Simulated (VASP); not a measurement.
# Zr3Ag (P4/mmm) in VASP: a series of runs

Runs on Zr3Ag. Level: LDA. Tasks: single point.

All numbers are computed with VASP 6.6.1; they aren't measurements. Logs are shortened: lines on timing, memory, paths and dates and some standing lists are left out, and cuts for length are marked.

**1. The cell of the first run**

The structure is tetragonal, space group P4/mmm (No. 123). The conventional cell has a = 4.291 Å, b = 4.291 Å, c = 4.313 Å, α = 90.00°, β = 90.00°, γ = 90.00°. Within 4.0 Å of Zr (site symmetry 4/mmm) lie 4 Ag at 3.03 Å and 8 Zr at 3.04 Å. Within 4.0 Å of Zr (site symmetry mmm) lie 8 Zr at 3.03 to 3.04 Å and 4 Ag at 3.04 Å. Within 4.0 Å of Ag (site symmetry 4/mmm) lie 12 Zr at 3.03 to 3.04 Å.

**2. Single point, LDA**

Input file INCAR:

```
SYSTEM = Zr3Ag
PREC = Accurate
ENCUT = 520
EDIFF = 1E-7
ISMEAR = -1
SIGMA = 0.05
LREAL = .FALSE.
LASPH = .TRUE.
NELM = 100
ALGO = Normal
ISIF = 2
LWAVE = .FALSE.
LCHARG = .TRUE.
GGA = CA
LELF = .TRUE.
LVHAR = .TRUE.
NBANDS = 32
```

Input file KPOINTS:

```
Automatic mesh
0
G
  8 8 9
  0 0 0
```

Input file POSCAR:

```
Zr3Ag
1.0
    4.2912065573      0.0000000000      0.0000000000
    0.0000000000      4.2912065573      0.0000000000
    0.0000000000      0.0000000000      4.3131323218
Zr Ag
3 1
Direct
    0.5000000000      0.5000000000      0.0000000000
    0.0000000000      0.5000000000      0.5000000000
    0.5000000000      0.0000000000      0.5000000000
    0.0000000000      0.0000000000      0.0000000000
```

Potentials or basis: VASP PAW LDA potentials, release 64 (Zr_sv, Ag).

Command:

```sh
$ cat potpaw_LDA.64/Zr_sv/POTCAR potpaw_LDA.64/Ag/POTCAR > POTCAR
$ mpirun -np 1 vasp_std > vasp.out
```

OUTCAR:

```text
SYSTEM = Zr3Ag
   PREC = Accurate
   ENCUT = 520
   EDIFF = 1E-7
   ISMEAR = -1
   LREAL = .FALSE.
   LASPH = .TRUE.
   NELM = 100
   ISIF = 2
   GGA = CA

 ion  position               nearest neighbor table
   1  0.500  0.500  0.000-   4 3.03   4 3.03   4 3.03   4 3.03   3 3.04   3 3.04   3 3.04   3 3.04
                             2 3.04   2 3.04   2 3.04   2 3.04
   2  0.000  0.500  0.500-   3 3.03   3 3.03   3 3.03   3 3.03   4 3.04   1 3.04   4 3.04   4 3.04
                             1 3.04   4 3.04   1 3.04   1 3.04
   3  0.500  0.000  0.500-   2 3.03   2 3.03   2 3.03   2 3.03   4 3.04   1 3.04   1 3.04   1 3.04
                             4 3.04   4 3.04   4 3.04   1 3.04
   4  0.000  0.000  0.000-   1 3.03   1 3.03   1 3.03   1 3.03   3 3.04   2 3.04   2 3.04   2 3.04
                             3 3.04   3 3.04   3 3.04   2 3.04

  LATTYP: Found a simple tetragonal cell.
 ALAT       =     4.2912065573
 C/A-ratio  =     1.0051094638

  Lattice vectors:

 A1 = (   4.2912065573,   0.0000000000,   0.0000000000)
 A2 = (   0.0000000000,   4.2912065573,   0.0000000000)
 A3 = (   0.0000000000,   0.0000000000,   4.3131323218)

Analysis of symmetry for initial positions (statically):
=====================================================================
 Subroutine PRICEL returns:
 Original cell was already a primitive cell.

 Routine SETGRP: Setting up the symmetry group for a
 simple tetragonal supercell.

 Subroutine GETGRP returns: Found 16 space group operations
 (whereof 16 operations were pure point group operations)
 out of a pool of 16 trial point group operations.

The static configuration has the point symmetry D_4h.

Analysis of symmetry for dynamics (positions and initial velocities):
=====================================================================
 Subroutine PRICEL returns:
 Original cell was already a primitive cell.

 Routine SETGRP: Setting up the symmetry group for a
 simple tetragonal supercell.

 Subroutine GETGRP returns: Found 16 space group operations
 (whereof 16 operations were pure point group operations)
 out of a pool of 16 trial point group operations.

The dynamic configuration has the point symmetry D_4h.

 Subroutine INISYM returns: Found 16 space group operations
 (whereof 16 operations are pure point group operations),
 and found     1 'primitive' translations

----------------------------------------------------------------------------------------

                                     Primitive cell

  volume of cell :      79.4240

  direct lattice vectors                    reciprocal lattice vectors
     4.291206557  0.000000000  0.000000000     0.233034692  0.000000000  0.000000000
     0.000000000  4.291206557  0.000000000     0.000000000  0.233034692  0.000000000
     0.000000000  0.000000000  4.313132322     0.000000000  0.000000000  0.231850063

  length of vectors
     4.291206557  4.291206557  4.313132322     0.233034692  0.233034692  0.231850063

  position of ions in fractional coordinates (direct lattice)
     0.500000000  0.500000000  0.000000000
     0.000000000  0.500000000  0.500000000
     0.500000000  0.000000000  0.500000000
     0.000000000  0.000000000  0.000000000

  ion indices of the primitive-cell ions
   primitive index   ion index
                 1           1
                 2           2
                 3           3
                 4           4

----------------------------------------------------------------------------------------

 KPOINTS: Automatic mesh

Automatic generation of k-mesh.
 Grid dimensions read from file:
 generate k-points for:    8    8    9

 Generating k-lattice:

  Cartesian coordinates                     Fractional coordinates (reciprocal lattice)
     0.029129337  0.000000000  0.000000000     0.125000000  0.000000000  0.000000000
     0.000000000  0.029129337  0.000000000     0.000000000  0.125000000  0.000000000
     0.000000000  0.000000000  0.025761118     0.000000000  0.000000000  0.111111111

  Length of vectors
     0.029129337  0.029129337  0.025761118

  Shift w.r.t. Gamma in fractional coordinates (k-lattice)
     0.000000000  0.000000000  0.000000000

 Subroutine IBZKPT returns following result:
 ===========================================

 Found     75 irreducible k-points:

 Following reciprocal coordinates:
            Coordinates               Weight
  0.000000  0.000000  0.000000      1.000000
  0.125000  0.000000  0.000000      4.000000
  0.250000  0.000000  0.000000      4.000000
  0.375000  0.000000  0.000000      4.000000
  0.500000  0.000000  0.000000      2.000000
  0.125000  0.125000  0.000000      4.000000
[... 16 lines left out ...]
  0.375000  0.125000  0.111111     16.000000
  0.500000  0.125000  0.111111      8.000000
 [... further k-points ...]
   k-points           NKPTS =     75   k-points in BZ     NKDIM =     75   number of bands    NBANDS=     32
   number of dos      NEDOS =    301   number of ions     NIONS =      4
   total plane-waves  NPLWV =  32768
   dimension x,y,z NGX =    32 NGY =   32 NGZ =   32
   dimension x,y,z NGXF=    64 NGYF=   64 NGZF=   64
   ions per type =               3   1
   NGX,Y,Z   is equivalent  to a cutoff of  12.40, 12.40, 12.33 a.u.
   NGXF,Y,Z  is equivalent  to a cutoff of  24.79, 24.79, 24.67 a.u.
 SYSTEM =  Zr3Ag
   PREC   = accura    normal or accurate (medium, high low for compatibility)
   ISTART =      0    job   : 0-new  1-cont  2-samecut
   ICHARG =      2    charge: 1-file 2-atom 10-const
   ISPIN  =      1    spin polarized calculation?
   LNONCOLLINEAR =      F non collinear calculations
   LSORBIT =      F    spin-orbit coupling
   LASPH  =      T    aspherical Exc in radial PAW
   ENCUT  =  520.0 eV  38.22 Ry    6.18 a.u.   7.98  7.98  8.02*2*pi/ulx,y,z
   NELM   =    100;   NELMIN=  2; NELMDL= -5     # of ELM steps
   EDIFF  = 0.1E-06   stopping-criterion for ELM
   LREAL  =      F    real-space projection
   EDIFFG = 0.1E-05   stopping-criterion for IOM
   NSW    =      0    number of steps for IOM
   IBRION =     -1    ionic relax: 0-MD 1-quasi-New 2-CG
   NFREE  =      0    steps in history (QN), initial steepest desc. (CG)
   ISIF   =      2    stress and relaxation
   ISYM   =      2    0-nonsym 1-usesym 2-fastsym
   POTIM  = 0.5000    time-step for ionic-motion
   TEBEG  =    0.0;   TEEND  =   0.0 temperature during run
   PSTRESS=    0.0 pullay stress
   NELECT =      47.0000    total number of electrons
   NUPDOWN=      -1.0000    fix difference up-down
   EMIN   =  10.00;   EMAX   =-10.00  energy-range for DOS
   EFERMI =   0.00;   METHOD = LEGACY
   ISMEAR =    -1;   SIGMA  =   0.05  broadening in eV -4-tet -1-fermi 0-gaus
   EFERMI_NEDOS =   21; number of points for ismear=-14 and -15
   IALGO  =     38    algorithm
   IMIX   =      4    mixing-type and parameters
     AMIX     =   0.40;   BMIX     =  1.00
     AMIX_MAG =   1.60;   BMIX_MAG =  1.00
  volume/ion in A,a.u.               =      19.86       133.99
  Fermi-wavevector in a.u.,A,eV,Ry     =   1.374433  2.597302 25.702305  1.889066
  Thomas-Fermi vector in A             =   2.499860
   LORBIT       =      0    0 simple, 1 ext, 2 COOP (PROOUT), +10 PAW based schemes
   GGA     = CA    functional components
   LHFCALC =     F    Hartree Fock is set to
   AEXX    =    0.0000 exact exchange contribution
   IVDW    =     0    specifies the selected vdW correction
   LEPSILON=     F    determine dielectric tensor
   LRPA    =     F    only Hartree local field effects (RPA)
 non-spin polarized calculation
  energy-cutoff  :      520.00
  volume of cell :       79.42
 maximum number of plane-waves:      2192
 NGX is ok and might be reduce to    32
   NGX = 15   NGY = 15   NGZ = 17

 number of electron      46.9999989 magnetization

 Free energy of the ion-electron system (eV)
  ---------------------------------------------------
  ext. energy  EPLUGINS =         0.00000000
  ---------------------------------------------------
  free energy    TOTEN  =       -31.77829878 eV

  energy without entropy =      -31.73024993  energy(sigma->0) =      -31.75427435

 E-fermi :   9.5455     XC(G=0): -11.9854

 val. band max:        9.5446399213   @ k =   0.3750   0.3750   0.4444
 cond. band min:       9.5467164942   @ k =   0.3750   0.2500   0.3333
 fundamental gap:      0.0020765728
 Fermi energy:         9.5454832180

 k-point     1 :       0.0000    0.0000    0.0000
  band No.  band energies     occupation
      1     -38.6389      2.00000
      2     -38.3770      2.00000
      3     -38.3631      2.00000
      4     -17.2595      2.00000
      5     -17.2557      2.00000
      6     -17.2557      2.00000
[... 24 lines left out ...]
     31      14.4470      0.00000
     32      14.5096      0.00000

 k-point     2 :       0.1250    0.0000    0.0000
  band No.  band energies     occupation
      1     -38.6299      2.00000
      2     -38.3804      2.00000
      3     -38.3685      2.00000
      4     -17.2378      2.00000
      5     -17.2338      2.00000
      6     -17.2231      2.00000
[... 24 lines left out ...]
     31      14.1350      0.00000
     32      14.4379      0.00000

 k-point     3 :       0.2500    0.0000    0.0000
  band No.  band energies     occupation
      1     -38.6051      2.00000
      2     -38.4017      2.00000
      3     -38.3720      2.00000
      4     -17.1792      2.00000
      5     -17.1748      2.00000
      6     -17.1284      2.00000
[... 24 lines left out ...]
     31      13.5438      0.00000
     32      14.1509      0.00000

 k-point     4 :       0.3750    0.0000    0.0000
  band No.  band energies     occupation
      1     -38.5718      2.00000
      2     -38.4347      2.00000
      3     -38.3723      2.00000
      4     -17.1062      2.00000
      5     -17.1012      2.00000
      6     -16.9824      2.00000
[... 24 lines left out ...]
     31      12.8327      0.00000
     32      13.1830      0.00000

 k-point     5 :       0.5000    0.0000    0.0000
  band No.  band energies     occupation
      1     -38.5516      2.00000
      2     -38.4549      2.00000
      3     -38.3722      2.00000
      4     -17.0682      2.00000
      5     -17.0630      2.00000
      6     -16.8477      2.00000
[... 584 lines left out ...]
     31      13.9408      0.00000
     32      14.1725      0.00000

 k-point    22 :       0.2500    0.1250    0.1111
  band No.  band energies     occupation
      1     -38.5911      2.00000
      2     -38.4039      2.00000
      3     -38.3835      2.00000
      4     -17.2604      2.00000
      5     -17.0963      2.00000
      6     -17.0327      2.00000
[... 24 lines left out ...]
     31      13.8499      0.00000
     32      14.1082      0.00000

 k-point    23 :       0.3750    0.1250    0.1111
  band No.  band energies     occupation
      1     -38.5594      2.00000
      2     -38.4350      2.00000
      3     -38.3839      2.00000
      4     -17.1991      2.00000
      5     -17.0198      2.00000
      6     -16.9494      2.00000
[... 24 lines left out ...]
     31      13.2761      0.00000
     32      13.5690      0.00000

 k-point    24 :       0.5000    0.1250    0.1111
  band No.  band energies     occupation
      1     -38.5398      2.00000
      2     -38.4545      2.00000
      3     -38.3839      2.00000
      4     -17.1491      2.00000
      5     -16.9645      2.00000
      6     -16.9529      2.00000
[... 24 lines left out ...]
     31      12.8114      0.00000
     32      13.2727      0.00000

 [... further k-points ...]

------------------------ aborting loop because EDIFF is reached ----------------------------------------

  FORCE on cell =-STRESS in cart. coord.  units (eV):
  Direction    XX          YY          ZZ          XY          YZ          ZX
  --------------------------------------------------------------------------------------
  -------------------------------------------------------------------------------------
  Total        0.0848070      0.0848070      0.0977279      0.0000000      0.0000000      0.0000000
  in kB        1.7107660      1.7107660      1.9714129      0.0000000      0.0000000      0.0000000
  external PRESSURE =       1.7976483 kB  Pullay stress =       0.0000000 kB

 VOLUME and BASIS-vectors are now :
 -----------------------------------------------------------------------------
  energy-cutoff  :      520.00
  volume of cell :       79.42
      direct lattice vectors                 reciprocal lattice vectors
     4.291206557  0.000000000  0.000000000     0.233034692  0.000000000  0.000000000
     0.000000000  4.291206557  0.000000000     0.000000000  0.233034692  0.000000000
     0.000000000  0.000000000  4.313132322     0.000000000  0.000000000  0.231850063

 POSITION                                       TOTAL-FORCE (eV/Angst)
 -----------------------------------------------------------------------------------
      2.14560      2.14560      0.00000         0.000000      0.000000      0.000000
      0.00000      2.14560      2.15657         0.000000      0.000000      0.000000
      2.14560      0.00000      2.15657         0.000000      0.000000      0.000000
      0.00000      0.00000      0.00000         0.000000      0.000000      0.000000
 -----------------------------------------------------------------------------------
    total drift:                                0.000000     -0.000000     -0.000000

  FREE ENERGIE OF THE ION-ELECTRON SYSTEM (eV)
  ---------------------------------------------------
  free  energy   TOTEN  =       -31.7782987768 eV

  energy  without entropy=      -31.7302499315  energy(sigma->0) =      -31.75427435
```

Run time: 1.9 min. Hardware: 1 thread of Intel Xeon 6975P-C, shared host; peak memory 0.27 GiB.

What came out:

| Item | Value |
| --- | --- |
| Free energy | -31.7783 eV |
| Pressure | 0.2 GPa |

Levels at points of the mesh, in eV from the Fermi level:
```tsv
k point	band 22	band 23	band 24	band 25	band 26	band 27
(0.00, 0.00, 0.00)	-1.00	-0.41	-0.37	2.98	3.06	3.06
(0.50, 0.00, 0.00)	-0.76	-0.72	0.99	1.19	1.21	1.48
(0.50, 0.50, 0.00)	-0.75	-0.31	-0.31	-0.27	1.41	1.41
```

(Continued in part 2 of 2.)
